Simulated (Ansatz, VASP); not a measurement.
**AlN in VASP and in Ansatz**

Contents of INCAR:

```
  PREC = Accurate
  ENCUT = 520
  EDIFF = 1E-6
  ISMEAR = 0
  SIGMA = 0.05
  LREAL = False
  LASPH = True
  NELM = 100
  ALGO = Normal
  ISIF = 2
  LWAVE = False
  LCHARG = False
  GGA = PS
  NBANDS = 16
```

File KPOINTS:

```
Automatic mesh
0
Gamma
  9 9 6
```

The input POSCAR:

```
AlN
1.0
    3.2024000000      0.0000000000      0.0000000000
   -1.6012000000      2.7733597531      0.0000000000
    0.0000000000      0.0000000000      3.9744000000
Al N
2 2
Direct
    0.3333333333      0.6666666667      0.7500000000
    0.6666666667      0.3333333333      0.2500000000
    0.3333333333      0.6666666667      0.2500000000
    0.6666666667      0.3333333333      0.7500000000
```

Input for Ansatz:

```yaml
crystal:
  lattice:
    - [3.2024, 0.0, 0.0]
    - [-1.6012, 2.7733597531, 0.0]
    - [0.0, 0.0, 3.9744]
  atoms:
    - { symbol: Al, position: [0.3333333333, 0.6666666667, 0.75] }
    - { symbol: Al, position: [0.6666666667, 0.3333333333, 0.25] }
    - { symbol: "N", position: [0.3333333333, 0.6666666667, 0.25] }
    - { symbol: "N", position: [0.6666666667, 0.3333333333, 0.75] }
basis:
  ecutwfc: 520.0
kpoints:
  mp_grid: { grid: [9, 9, 6] }
hamiltonian:
  xc: pbesol
  pseudopotentials: { kind: paw, azcp: { folder: soft_1 } }
scf:
  occupations: { method: gaussian, width: 0.05 }
output:
  forces: true
  stress: true
  eigenvalues: true
```

Alike in both runs: task single point; functional PBEsol; k mesh 9 × 9 × 6; occupations gaussian, width 0.05 eV; no spin polarisation.

|  | VASP | Ansatz |
| --- | --- | --- |
| version | VASP 6.6.1 | Ansatz 0.2.0 |
| potentials or method | VASP PAW PBE potentials, release 64 (Al, N), cutoff 520 eV | scalar-relativistic, plane waves, PAW |
| valence electrons in the cell | 16 | 16 |

|  | VASP | Ansatz | Ansatz less VASP |
| --- | --- | --- | --- |
| gap on the k mesh at the Fermi level (eV) | 4.09 | 4.07 | -0.016 |
| least direct gap on the mesh (eV) | 4.09 | 4.07 | -0.016 |
| pressure (GPa) | 26.6 | 26.5 | -0.19 |
| traceless stress, the component that is largest in VASP (GPa) | -0.30 | -0.30 | -0.002 |

VASP's potentials were made for PBE, not for PBEsol, and Ansatz warns of the same on its side.
